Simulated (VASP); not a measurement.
# Sn (Immm) in VASP: relaxation of cell and atoms with PBE

Aim: the relaxation of cell and atoms of Sn with PBE.

All numbers are computed with VASP 6.6.1; they aren't measurements. Logs are shortened: lines on timing, memory, paths and dates and some standing lists are left out, and cuts for length are marked.

**1. The cell of the first run**

It takes space group Immm (No. 71, orthorhombic). The conventional cell has a = 3.382 Å, b = 3.909 Å, c = 4.216 Å, α = 90.00°, β = 90.00°, γ = 90.00°. Sn (site symmetry mmm) has 14 Sn at 3.34 to 4.22 Å within 4.4 Å.

**2. Relaxation of cell and atoms, PBE**

INCAR reads:

```
PREC = Accurate ; ENCUT = 600
EDIFF = 1E-6 ; ISMEAR = 0
SIGMA = 0.1 ; LREAL = False
LASPH = True ; NELM = 80
ALGO = Fast ; ISIF = 3
LWAVE = False ; LCHARG = False
GGA = PE ; IBRION = 2
NSW = 100 ; EDIFFG = -0.005
```

KPOINTS reads:

```
regular mesh
0
Gamma
  16 16 16
```

POSCAR reads:

```
Sn
1.0
   -1.6912200000      1.9546610000      2.1078700000
    1.6912200000     -1.9546610000      2.1078700000
    1.6912200000      1.9546610000     -2.1078700000
Sn
1
Direct
    0.0000000000      0.0000000000      0.0000000000
```

Potentials or basis: VASP PAW PBE potentials, release 64 (Sn_d).

The run is started by

```sh
$ cat potpaw_PBE.64/Sn_d/POTCAR > POTCAR
$ mpirun -np 1 vasp_std > vasp.out
```

OUTCAR:

```text
PREC = Accurate
   ENCUT = 600
   EDIFF = 1E-6
   ISMEAR = 0
   LREAL = False
   LASPH = True
   NELM = 80
   ISIF = 3
   GGA = PE
   IBRION = 2
   NSW = 100
   EDIFFG = -0.005

 ion  position               nearest neighbor table
   1  0.000  0.000  0.000-

  LATTYP: Found a body centered orthorhombic cell.
 ALAT       =     3.3824400000
 B/A-ratio  =     1.1557697993
 C/A-ratio  =     1.2463606154

  Lattice vectors:

 A1 = (  -1.6912200000,   1.9546610000,   2.1078700000)
 A2 = (   1.6912200000,  -1.9546610000,   2.1078700000)
 A3 = (   1.6912200000,   1.9546610000,  -2.1078700000)

Analysis of symmetry for initial positions (statically):
=====================================================================
 Subroutine PRICEL returns:
 Original cell was already a primitive cell.

 Routine SETGRP: Setting up the symmetry group for a
 body centered orthorhombic supercell.

 Subroutine GETGRP returns: Found  8 space group operations
 (whereof  8 operations were pure point group operations)
 out of a pool of  8 trial point group operations.

The static configuration has the point symmetry D_2h.

Analysis of symmetry for dynamics (positions and initial velocities):
=====================================================================
 Subroutine PRICEL returns:
 Original cell was already a primitive cell.

 Routine SETGRP: Setting up the symmetry group for a
 body centered orthorhombic supercell.

 Subroutine GETGRP returns: Found  8 space group operations
 (whereof  8 operations were pure point group operations)
 out of a pool of  8 trial point group operations.

The dynamic configuration has the point symmetry D_2h.

 Subroutine INISYM returns: Found  8 space group operations
 (whereof  8 operations are pure point group operations),
 and found     1 'primitive' translations

----------------------------------------------------------------------------------------

                                     Primitive cell

  volume of cell :      27.8725

  direct lattice vectors                    reciprocal lattice vectors
    -1.691220000  1.954661000  2.107870000     0.000000000  0.255798832  0.237206279
     1.691220000 -1.954661000  2.107870000     0.295644564  0.000000000  0.237206279
     1.691220000  1.954661000 -2.107870000     0.295644564  0.255798832  0.000000000

  length of vectors
     3.335272200  3.335272200  3.335272200     0.348855072  0.379041591  0.390945969

  position of ions in fractional coordinates (direct lattice)
     0.000000000  0.000000000  0.000000000

  ion indices of the primitive-cell ions
   primitive index   ion index
                 1           1

----------------------------------------------------------------------------------------

 KPOINTS: regular mesh

Automatic generation of k-mesh.
 Grid dimensions read from file:
 generate k-points for:   16   16   16

 Generating k-lattice:

  Cartesian coordinates                     Fractional coordinates (reciprocal lattice)
     0.000000000  0.015987427  0.014825392     0.062500000  0.000000000  0.000000000
     0.018477785  0.000000000  0.014825392     0.000000000  0.062500000  0.000000000
     0.018477785  0.015987427  0.000000000     0.000000000  0.000000000  0.062500000

  Length of vectors
     0.021803442  0.023690099  0.024434123

  Shift w.r.t. Gamma in fractional coordinates (k-lattice)
     0.000000000  0.000000000  0.000000000

 Subroutine IBZKPT returns following result:
 ===========================================

 Found    621 irreducible k-points:

 Following reciprocal coordinates:
            Coordinates               Weight
  0.000000  0.000000  0.000000      1.000000
  0.062500  0.000000 -0.000000      4.000000
  0.125000  0.000000 -0.000000      4.000000
  0.187500  0.000000 -0.000000      4.000000
  0.250000  0.000000 -0.000000      4.000000
  0.312500  0.000000 -0.000000      4.000000
[... 16 lines left out ...]
 -0.187500  0.062500  0.000000      8.000000
 -0.125000  0.062500  0.000000      8.000000
 [... further k-points ...]
   k-points           NKPTS =    621   k-points in BZ     NKDIM =    621   number of bands    NBANDS=     11
   number of dos      NEDOS =    301   number of ions     NIONS =      1
   total plane-waves  NPLWV =  21952
   dimension x,y,z NGX =    28 NGY =   28 NGZ =   28
   dimension x,y,z NGXF=    56 NGYF=   56 NGZF=   56
   ions per type =               1
   NGX,Y,Z   is equivalent  to a cutoff of  13.96, 13.96, 13.96 a.u.
   NGXF,Y,Z  is equivalent  to a cutoff of  27.91, 27.91, 27.91 a.u.
 SYSTEM =  unknown system
   PREC   = accura    normal or accurate (medium, high low for compatibility)
   ISTART =      0    job   : 0-new  1-cont  2-samecut
   ICHARG =      2    charge: 1-file 2-atom 10-const
   ISPIN  =      1    spin polarized calculation?
   LNONCOLLINEAR =      F non collinear calculations
   LSORBIT =      F    spin-orbit coupling
   LASPH  =      T    aspherical Exc in radial PAW
   ENCUT  =  600.0 eV  44.10 Ry    6.64 a.u.   6.66  6.66  6.66*2*pi/ulx,y,z
   NELM   =     80;   NELMIN=  2; NELMDL= -5     # of ELM steps
   EDIFF  = 0.1E-05   stopping-criterion for ELM
   LREAL  =      F    real-space projection
   EDIFFG = -.5E-02   stopping-criterion for IOM
   NSW    =    100    number of steps for IOM
   IBRION =      2    ionic relax: 0-MD 1-quasi-New 2-CG
   NFREE  =      1    steps in history (QN), initial steepest desc. (CG)
   ISIF   =      3    stress and relaxation
   ISYM   =      2    0-nonsym 1-usesym 2-fastsym
   POTIM  = 0.5000    time-step for ionic-motion
   TEBEG  =    0.0;   TEEND  =   0.0 temperature during run
   PSTRESS=    0.0 pullay stress
   NELECT =      14.0000    total number of electrons
   NUPDOWN=      -1.0000    fix difference up-down
   EMIN   =  10.00;   EMAX   =-10.00  energy-range for DOS
   EFERMI =   0.00;   METHOD = LEGACY
   ISMEAR =     0;   SIGMA  =   0.10  broadening in eV -4-tet -1-fermi 0-gaus
   EFERMI_NEDOS =   21; number of points for ismear=-14 and -15
   IALGO  =     68    algorithm
   IMIX   =      4    mixing-type and parameters
     AMIX     =   0.40;   BMIX     =  1.00
     AMIX_MAG =   1.60;   BMIX_MAG =  1.00
  volume/ion in A,a.u.               =      27.87       188.09
  Fermi-wavevector in a.u.,A,eV,Ry     =   1.301345  2.459185 23.041444  1.693498
  Thomas-Fermi vector in A             =   2.432485
   LORBIT       =      0    0 simple, 1 ext, 2 COOP (PROOUT), +10 PAW based schemes
   GGA     = PE    functional components
   LHFCALC =     F    Hartree Fock is set to
   AEXX    =    0.0000 exact exchange contribution
   IVDW    =     0    specifies the selected vdW correction
   LEPSILON=     F    determine dielectric tensor
   LRPA    =     F    only Hartree local field effects (RPA)
 conjugate gradient relaxation of ions
 non-spin polarized calculation
 RMM-DIIS sequential band-by-band and
 Gauss-broadening in eV      SIGMA  =   0.10
  energy-cutoff  :      600.00
  volume of cell :       27.87
 maximum number of plane-waves:       947
   NGX = 13   NGY = 13   NGZ = 13

--------------------------------------- Ionic step        1  -------------------------------------------

 number of electron      14.0000003 magnetization

 Free energy of the ion-electron system (eV)
  ---------------------------------------------------
  ext. energy  EPLUGINS =         0.00000000
  ---------------------------------------------------
  free energy    TOTEN  =        -3.78233138 eV

  energy without entropy =       -3.77916247  energy(sigma->0) =       -3.78074693

------------------------ aborting loop because EDIFF is reached ----------------------------------------

  FORCE on cell =-STRESS in cart. coord.  units (eV):
  Direction    XX          YY          ZZ          XY          YZ          ZX
  --------------------------------------------------------------------------------------
  -------------------------------------------------------------------------------------
  Total        0.0441695      0.0774938     -0.0719805      0.0000000      0.0000000      0.0000000
  in kB        2.5389724      4.4545328     -4.1376172      0.0000000      0.0000000      0.0000000
  external PRESSURE =       0.9519627 kB  Pullay stress =       0.0000000 kB
[... 86 lines left out ...]
  FREE ENERGIE OF THE ION-ELECTRON SYSTEM (eV)
  ---------------------------------------------------
  free  energy   TOTEN  =        -3.7839216747 eV

  energy  without entropy=       -3.7812478374  energy(sigma->0) =       -3.78258476

[... ionic steps 4 to 15 ...]

--------------------------------------- Ionic step       16  -------------------------------------------

 number of electron      14.0000005 magnetization

------------------------ aborting loop because EDIFF is reached ----------------------------------------

  FORCE on cell =-STRESS in cart. coord.  units (eV):
  Direction    XX          YY          ZZ          XY          YZ          ZX
  --------------------------------------------------------------------------------------
  -------------------------------------------------------------------------------------
  Total        0.0115822      0.0073546      0.0076771      0.0000000      0.0000000      0.0000000
  in kB        0.6673676      0.4237736      0.4423565      0.0000000      0.0000000      0.0000000
  external PRESSURE =       0.5111659 kB  Pullay stress =       0.0000000 kB
[... 55 lines left out ...]
  energy  without entropy=       -3.7832042928  energy(sigma->0) =       -3.78435625

--------------------------------------- Ionic step       18  -------------------------------------------

 number of electron      14.0000005 magnetization

 Free energy of the ion-electron system (eV)
  ---------------------------------------------------
  ext. energy  EPLUGINS =         0.00000000
  ---------------------------------------------------
  free energy    TOTEN  =        -3.78550818 eV

  energy without entropy =       -3.78319490  energy(sigma->0) =       -3.78435154

 E-fermi :   7.8061     XC(G=0): -10.2528

 val. band max:        7.8052681296   @ k =   0.1875   0.3125   0.1875
 cond. band min:       7.8087424805   @ k =  -0.3750   0.1250   0.0625
 fundamental gap:      0.0034743509
 Fermi energy:         7.8061216757

 k-point     1 :       0.0000    0.0000    0.0000
  band No.  band energies     occupation
      1     -13.7607      2.00000
      2     -13.7043      2.00000
      3     -13.7040      2.00000
      4     -13.6625      2.00000
      5     -13.5861      2.00000
      6      -3.1231      2.00000
      7      14.7776      0.00000
      8      14.7791      0.00000
      9      16.5484      0.00000
     10      18.4148      0.00000
     11      19.6099      0.00000
[... 309 lines left out ...]
 k-point    24 :      -0.1250    0.0625    0.0000
  band No.  band energies     occupation
      1     -13.7514      2.00000
      2     -13.7049      2.00000
      3     -13.6901      2.00000
      4     -13.6626      2.00000
      5     -13.5907      2.00000
      6      -2.8845      2.00000
      7      12.9784      0.00000
      8      14.5264      0.00000
      9      15.4716      0.00000
     10      18.5802      0.00000
     11      19.0650      0.00000

 [... further k-points ...]
[... 5 lines left out ...]
  --------------------------------------------------------------------------------------
  -------------------------------------------------------------------------------------
  Total        0.0006876     -0.0020038     -0.0019523     -0.0000000      0.0000000      0.0000000
  in kB        0.0396034     -0.1154175     -0.1124524     -0.0000000      0.0000000      0.0000000
  external PRESSURE =      -0.0627555 kB  Pullay stress =       0.0000000 kB
[... 16 lines left out ...]
  FREE ENERGIE OF THE ION-ELECTRON SYSTEM (eV)
  ---------------------------------------------------
  free  energy   TOTEN  =        -3.7855081750 eV

  energy  without entropy=       -3.7831948965  energy(sigma->0) =       -3.78435154

 reached required accuracy - stopping structural energy minimisation
```

Wall time 23 min (1 thread of AMD EPYC 7R13 (Zen 3), shared host); peak memory 0.35 GiB.

Results:

| Property | Result |
| --- | --- |
| Free energy | -3.7855 eV |
| Relaxed volume | 27.82 Å³/atom |
| Relaxed cell | a = 3.324 Å, b = 3.324 Å, c = 3.324 Å, α = 117.81°, β = 105.52°, γ = 105.42° |
| Space group after relaxing (to 0.1 Å) | I4/mmm (No. 139) |
| Energy gained by relaxing | 3.2 meV/atom |
| Ionic steps | 18 |
| Pressure after relaxing | 0.0 GPa |
| Band gap on the k mesh | zero (bands 7 and 8 overlap by 9.16 eV) |

Step by step:
```tsv
step	energy change (eV)	largest force (eV/Å)	pressure (GPa)	volume (Å³)
1	0.0000	0.0000	0.10	27.87
2	-0.0006	0.0000	-0.12	27.94
3	-0.0016	0.0000	-0.49	28.13
4	-0.0017	0.0000	-0.65	28.22
5	-0.0020	0.0000	-0.67	28.19
6	-0.0026	0.0000	-0.41	28.08
7	-0.0031	0.0000	-0.08	27.86
8	-0.0031	0.0000	0.02	27.84
9	-0.0031	0.0000	-0.02	27.85
10	-0.0031	0.0000	-0.05	27.85
11	-0.0032	0.0000	-0.04	27.84
12	-0.0032	0.0000	-0.02	27.81
13	-0.0032	0.0000	0.02	27.76
14	-0.0032	0.0000	0.09	27.79
15	-0.0032	0.0000	0.05	27.80
16	-0.0032	0.0000	0.05	27.81
17	-0.0032	0.0000	-0.05	27.82
18	-0.0032	0.0000	-0.01	27.82
```

Final structure:
```
CELL_PARAMETERS angstrom
-1.71673 2.01147 2.01379
1.71673 -2.01147 2.01379
1.71673 2.01147 -2.01379
ATOMIC_POSITIONS crystal
Sn 0.00000 0.00000 0.00000
```

Caveat: spin-orbit coupling is left out, which moves the levels of the heavy elements.
